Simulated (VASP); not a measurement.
A run of VASP 6.6.1:

Contents of INCAR:

```
SYSTEM = NbAg3
PREC     = Accurate       ! precision mode
ENCUT    = 520            ! plane-wave cutoff, eV
EDIFF    = 1E-7           ! SCF threshold, eV
ISMEAR   = 0              ! smearing method
SIGMA    = 0.1            ! smearing width, eV
LREAL    = .FALSE.        ! projectors in reciprocal space
LASPH    = .TRUE.         ! aspherical terms in the spheres
NELM     = 150            ! most SCF steps
ALGO     = Normal         ! electronic algorithm
ISIF     = 2              ! what is computed and relaxed
LWAVE    = .FALSE.        ! write WAVECAR
LCHARG   = .TRUE.         ! write CHGCAR
ISPIN    = 2              ! spin polarisation
MAGMOM   = 1 0 0 0        ! initial moments
LORBIT   = 11             ! projections on sites
LMAXMIX  = 4              ! l up to which the mixer works
GGA      = PE             ! functional
LELF     = .TRUE.         ! ELF
LVHAR    = .TRUE.       
NBANDS   = 35             ! bands
```

KPOINTS

```
Automatic mesh
0
G
  6 6 4
  0 0 0
```

POSCAR

```
NbAg3
1.0
    4.7503036405      0.0000000000      0.0000000000
   -2.3751518203      4.1138836284      0.0000000000
    0.0000000000      0.0000000000      5.0304106980
Nb Ag
1 3
Direct
    0.0000000000      0.0000000000      0.5000000000
    0.0000000000      0.0000000000      0.0000000000
    0.6666666667      0.3333333333      0.0000000000
    0.3333333333      0.6666666667      0.0000000000
```

Potentials or basis: VASP PAW PBE potentials, release 64 (Nb_sv, Ag).

Run with:

```bash
$ cat potpaw_PBE.64/Nb_sv/POTCAR potpaw_PBE.64/Ag/POTCAR > POTCAR
$ mpirun -np 1 vasp_std > vasp.out
```

Hardware: 1 thread of AMD EPYC 7R13, on a shared host.

Problem. How long does it take, and how much memory?

Solution. It took 6.7 min on 1 thread of AMD EPYC 7R13, on a shared host, peak memory 0.28 GiB. Counts: scf iterations 18, k points 21.
